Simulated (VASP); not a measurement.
# Nb (Im-3m) in VASP: density of states with PBE

Aim: the density of states of Nb with PBE.

All numbers are computed with VASP 6.6.1; they aren't measurements. Logs are shortened: lines on timing, memory, paths and dates and some standing lists are left out, and cuts for length are marked.

## (1) The cell of the first run

The structure is cubic, space group Im-3m (No. 229). Conventional cell: a = 3.311 Å, b = 3.311 Å, c = 3.311 Å, α = 90.00°, β = 90.00°, γ = 90.00°. Within 3.8 Å of Nb (site symmetry m-3m) lie 14 Nb at 2.87 to 3.31 Å.

## (2) Density of states, PBE

POSCAR

```
Nb
1.0
   -1.6555580009      1.6555580009      1.6555580009
    1.6555580009     -1.6555580009      1.6555580009
    1.6555580009      1.6555580009     -1.6555580009
Nb
1
Direct
    0.0000000000      0.0000000000      0.0000000000
```

INCAR.step1

```
  PREC = Accurate
  ENCUT = 520
  EDIFF = 1E-6
  ISMEAR = 0
  SIGMA = 0.1
  LREAL = False
  LASPH = True
  NELM = 100
  ALGO = Normal
  ISIF = 2
  LWAVE = False
  LCHARG = True
  LMAXMIX = 4
  GGA = PE
  NBANDS = 12
```

KPOINTS.step1

```
regular mesh
0
Gamma
  18 18 18
```

INCAR.step2

```
  PREC = Accurate
  ENCUT = 520
  EDIFF = 1E-6
  ISMEAR = -5
  SIGMA = 0.1
  LREAL = False
  LASPH = True
  NELM = 100
  ALGO = Normal
  ISIF = 2
  LWAVE = False
  LCHARG = False
  LMAXMIX = 4
  GGA = PE
  LORBIT = 10
  NBANDS = 12
  NEDOS = 1001
  ICHARG = 11
```

KPOINTS.step2

```
regular mesh
0
Gamma
  27 27 27
```

Potentials or basis: VASP PAW PBE potentials, release 64 (Nb_sv).

On the command line:

```sh
cat potpaw_PBE.64/Nb_sv/POTCAR > POTCAR
cp INCAR.step1 INCAR
cp KPOINTS.step1 KPOINTS
mpirun -np 1 vasp_std > vasp.out
cp INCAR.step2 INCAR
cp KPOINTS.step2 KPOINTS
mpirun -np 1 vasp_std > vasp.out
```

OUTCAR:

```text
PREC = Accurate
   ENCUT = 520
   EDIFF = 1E-6
   ISMEAR = -5
   LREAL = False
   LASPH = True
   NELM = 100
   ISIF = 2
   GGA = PE
   LORBIT = 10
   ICHARG = 11

 ion  position               nearest neighbor table
   1  0.000  0.000  0.000-

  LATTYP: Found a body centered cubic cell.
 ALAT       =     3.3111160018

  Lattice vectors:

 A1 = (  -1.6555580009,   1.6555580009,   1.6555580009)
 A2 = (   1.6555580009,  -1.6555580009,   1.6555580009)
 A3 = (   1.6555580009,   1.6555580009,  -1.6555580009)

Analysis of symmetry for initial positions (statically):
=====================================================================
 Subroutine PRICEL returns:
 Original cell was already a primitive cell.

 Routine SETGRP: Setting up the symmetry group for a
 body centered cubic supercell.

 Subroutine GETGRP returns: Found 48 space group operations
 (whereof 48 operations were pure point group operations)
 out of a pool of 48 trial point group operations.

The static configuration has the point symmetry O_h .

Analysis of symmetry for dynamics (positions and initial velocities):
=====================================================================
 Subroutine PRICEL returns:
 Original cell was already a primitive cell.

 Routine SETGRP: Setting up the symmetry group for a
 body centered cubic supercell.

 Subroutine GETGRP returns: Found 48 space group operations
 (whereof 48 operations were pure point group operations)
 out of a pool of 48 trial point group operations.

The dynamic configuration has the point symmetry O_h .

 Subroutine INISYM returns: Found 48 space group operations
 (whereof 48 operations are pure point group operations),
 and found     1 'primitive' translations

----------------------------------------------------------------------------------------

                                     Primitive cell

  volume of cell :      18.1507

  direct lattice vectors                    reciprocal lattice vectors
    -1.655558001  1.655558001  1.655558001     0.000000000  0.302012977  0.302012977
     1.655558001 -1.655558001  1.655558001     0.302012977  0.000000000  0.302012977
     1.655558001  1.655558001 -1.655558001     0.302012977  0.302012977  0.000000000

  length of vectors
     2.867510572  2.867510572  2.867510572     0.427110848  0.427110848  0.427110848

  position of ions in fractional coordinates (direct lattice)
     0.000000000  0.000000000  0.000000000

  ion indices of the primitive-cell ions
   primitive index   ion index
                 1           1

----------------------------------------------------------------------------------------

 KPOINTS: regular mesh

Automatic generation of k-mesh.
 Grid dimensions read from file:
 generate k-points for:   27   27   27

 Generating k-lattice:

  Cartesian coordinates                     Fractional coordinates (reciprocal lattice)
     0.000000000  0.011185666  0.011185666     0.037037037  0.000000000  0.000000000
     0.011185666  0.000000000  0.011185666     0.000000000  0.037037037  0.000000000
     0.011185666  0.011185666  0.000000000     0.000000000  0.000000000  0.037037037

  Length of vectors
     0.015818920  0.015818920  0.015818920

  Shift w.r.t. Gamma in fractional coordinates (k-lattice)
     0.000000000  0.000000000  0.000000000

 TETIRR: Found  23679 inequivalent tetrahedra from   118098

 Subroutine IBZKPT returns following result:
 ===========================================

 Found    560 irreducible k-points:

 Following reciprocal coordinates:
            Coordinates               Weight
  0.000000  0.000000  0.000000      1.000000
  0.037037  0.000000  0.000000     12.000000
  0.074074  0.000000  0.000000     12.000000
  0.111111  0.000000  0.000000     12.000000
  0.148148  0.000000  0.000000     12.000000
  0.185185  0.000000  0.000000     12.000000
[... 16 lines left out ...]
  0.333333  0.037037  0.000000     48.000000
  0.370370  0.037037  0.000000     48.000000
 [... further k-points ...]
   k-points           NKPTS =    560   k-points in BZ     NKDIM =    560   number of bands    NBANDS=     12
   number of dos      NEDOS =   1001   number of ions     NIONS =      1
   total plane-waves  NPLWV =  13824
   dimension x,y,z NGX =    24 NGY =   24 NGZ =   24
   dimension x,y,z NGXF=    48 NGYF=   48 NGZF=   48
   ions per type =               1
   NGX,Y,Z   is equivalent  to a cutoff of  13.91, 13.91, 13.91 a.u.
   NGXF,Y,Z  is equivalent  to a cutoff of  27.83, 27.83, 27.83 a.u.
 SYSTEM =  unknown system
   PREC   = accura    normal or accurate (medium, high low for compatibility)
   ISTART =      0    job   : 0-new  1-cont  2-samecut
   ICHARG =     11    charge: 1-file 2-atom 10-const
   ISPIN  =      1    spin polarized calculation?
   LNONCOLLINEAR =      F non collinear calculations
   LSORBIT =      F    spin-orbit coupling
   LASPH  =      T    aspherical Exc in radial PAW
   ENCUT  =  520.0 eV  38.22 Ry    6.18 a.u.   5.33  5.33  5.33*2*pi/ulx,y,z
   NELM   =    100;   NELMIN=  2; NELMDL=  0     # of ELM steps
   EDIFF  = 0.1E-05   stopping-criterion for ELM
   LREAL  =      F    real-space projection
   EDIFFG = 0.1E-04   stopping-criterion for IOM
   NSW    =      0    number of steps for IOM
   IBRION =     -1    ionic relax: 0-MD 1-quasi-New 2-CG
   NFREE  =      0    steps in history (QN), initial steepest desc. (CG)
   ISIF   =      2    stress and relaxation
   ISYM   =      2    0-nonsym 1-usesym 2-fastsym
   POTIM  = 0.5000    time-step for ionic-motion
   TEBEG  =    0.0;   TEEND  =   0.0 temperature during run
   PSTRESS=    0.0 pullay stress
   NELECT =      13.0000    total number of electrons
   NUPDOWN=      -1.0000    fix difference up-down
   EMIN   =  10.00;   EMAX   =-10.00  energy-range for DOS
   EFERMI =   0.00;   METHOD = LEGACY
   ISMEAR =    -5;   SIGMA  =   0.10  broadening in eV -4-tet -1-fermi 0-gaus
   EFERMI_NEDOS =   21; number of points for ismear=-14 and -15
   IALGO  =     38    algorithm
   IMIX   =      4    mixing-type and parameters
     AMIX     =   0.40;   BMIX     =  1.00
     AMIX_MAG =   1.60;   BMIX_MAG =  1.00
  volume/ion in A,a.u.               =      18.15       122.49
  Fermi-wavevector in a.u.,A,eV,Ry     =   1.464732  2.767942 29.190487  2.145440
  Thomas-Fermi vector in A             =   2.580673
   LORBIT       =     10    0 simple, 1 ext, 2 COOP (PROOUT), +10 PAW based schemes
   GGA     = PE    functional components
   LHFCALC =     F    Hartree Fock is set to
   AEXX    =    0.0000 exact exchange contribution
   IVDW    =     0    specifies the selected vdW correction
   LEPSILON=     F    determine dielectric tensor
   LRPA    =     F    only Hartree local field effects (RPA)
 non-spin polarized calculation
 Fermi weights with tetrahedron method with Bloechl corrections
  energy-cutoff  :      520.00
  volume of cell :       18.15
 maximum number of plane-waves:       498
 NGX is ok and might be reduce to    24

 number of electron      13.0000000 magnetization

 Free energy of the ion-electron system (eV)
  ---------------------------------------------------
  ext. energy  EPLUGINS =         0.00000000
  ---------------------------------------------------
  free energy    TOTEN  =       -10.21639382 eV

  energy without entropy =      -10.21639382  energy(sigma->0) =      -10.21639382

 E-fermi :  11.0588     XC(G=0): -12.4611

 val. band max:       11.0916550686   @ k =  -0.1852   0.2222   0.1481
 cond. band min:      11.0724226092   @ k =   0.2963   0.1481   0.0000
 fundamental gap:     -0.0192324594
 Fermi energy:        11.0588304993

 k-point     1 :       0.0000    0.0000    0.0000
  band No.  band energies     occupation
      1     -43.3100      2.00000
      2     -18.6231      2.00000
      3     -18.6231      2.00000
      4     -18.6231      2.00000
      5       5.1400      2.00000
      6      11.4387      0.00000
      7      11.4387      0.00000
      8      11.4387      0.00000
      9      14.3229      0.00000
     10      14.3229      0.00000
     11      25.2705      0.00000
     12      25.2705      0.00000

 k-point     2 :       0.0370    0.0000    0.0000
  band No.  band energies     occupation
      1     -43.3069      2.00000
      2     -18.6424      2.00000
      3     -18.6290      2.00000
      4     -18.6233      2.00000
      5       5.1966      2.00000
      6      11.4035      0.00000
      7      11.4312      0.00000
      8      11.4924      0.00000
      9      14.2659      0.00000
     10      14.3226      0.00000
     11      25.3181      0.00000
     12      25.3685      0.00000

 k-point     3 :       0.0741    0.0000    0.0000
  band No.  band energies     occupation
      1     -43.2976      2.00000
      2     -18.6990      2.00000
      3     -18.6462      2.00000
      4     -18.6237      2.00000
      5       5.3637      2.00000
      6      11.3016     -0.00031
      7      11.4040      0.00000
      8      11.6528      0.00000
      9      14.1183      0.00000
     10      14.3237      0.00000
     11      25.4509      0.00000
     12      25.6618      0.00000
[... 286 lines left out ...]
 k-point    23 :       0.3333    0.0370    0.0000
  band No.  band energies     occupation
      1     -43.1197      2.00000
      2     -19.6939      2.00000
      3     -18.9627      2.00000
      4     -18.6401      2.00000
      5       7.5649      2.00000
      6       9.7747      2.00000
      7      11.6182     -0.01301
      8      14.1559      0.00000
      9      14.7860      0.00000
     10      15.6741      0.00000
     11      23.9279      0.00000
     12      24.9387      0.00000

 k-point    24 :       0.3704    0.0370    0.0000
  band No.  band energies     occupation
      1     -43.0994      2.00000
      2     -19.7983      2.00000
      3     -18.9979      2.00000
      4     -18.6413      2.00000
      5       7.5362      2.00000
      6       9.6341      2.00000
      7      12.1231      0.00000
      8      14.2835      0.00000
      9      14.8925      0.00000
     10      16.3398      0.00000
     11      23.4360      0.00000
     12      24.1767      0.00000

 [... further k-points ...]

------------------------ aborting loop because EDIFF is reached ----------------------------------------

  FORCE on cell =-STRESS in cart. coord.  units (eV):
  Direction    XX          YY          ZZ          XY          YZ          ZX
  --------------------------------------------------------------------------------------
  -------------------------------------------------------------------------------------
  Total       -0.0332464     -0.0332464     -0.0332464      0.0000000     -0.0000000      0.0000000
  in kB       -2.9346860     -2.9346860     -2.9346860      0.0000000     -0.0000000      0.0000000
  external PRESSURE =      -2.9346860 kB  Pullay stress =       0.0000000 kB

 VOLUME and BASIS-vectors are now :
 -----------------------------------------------------------------------------
  energy-cutoff  :      520.00
  volume of cell :       18.15
      direct lattice vectors                 reciprocal lattice vectors
    -1.655558001  1.655558001  1.655558001     0.000000000  0.302012977  0.302012977
     1.655558001 -1.655558001  1.655558001     0.302012977  0.000000000  0.302012977
     1.655558001  1.655558001 -1.655558001     0.302012977  0.302012977  0.000000000

 POSITION                                       TOTAL-FORCE (eV/Angst)
 -----------------------------------------------------------------------------------
      0.00000      0.00000      0.00000         0.000000      0.000000     -0.000000
 -----------------------------------------------------------------------------------
    total drift:                               -0.000000      0.000000     -0.000000

  FREE ENERGIE OF THE ION-ELECTRON SYSTEM (eV)
  ---------------------------------------------------
  free  energy   TOTEN  =       -10.2163938179 eV

  energy  without entropy=      -10.2163938179  energy(sigma->0) =      -10.21639382

 total charge

# of ion       s       p       d       tot
------------------------------------------
    1        2.220   5.997   2.496  10.713
```

Run time: 86 s. Hardware: 1 thread of Intel Xeon Platinum 8488C (Sapphire Rapids), shared host; peak memory 0.27 GiB.

What came out:

```yaml
Valence_electrons_inside_the_program's_atomic_spheres: Nb 10.71
```

Caveat: tetrahedron occupations give inexact forces and stress in metals.
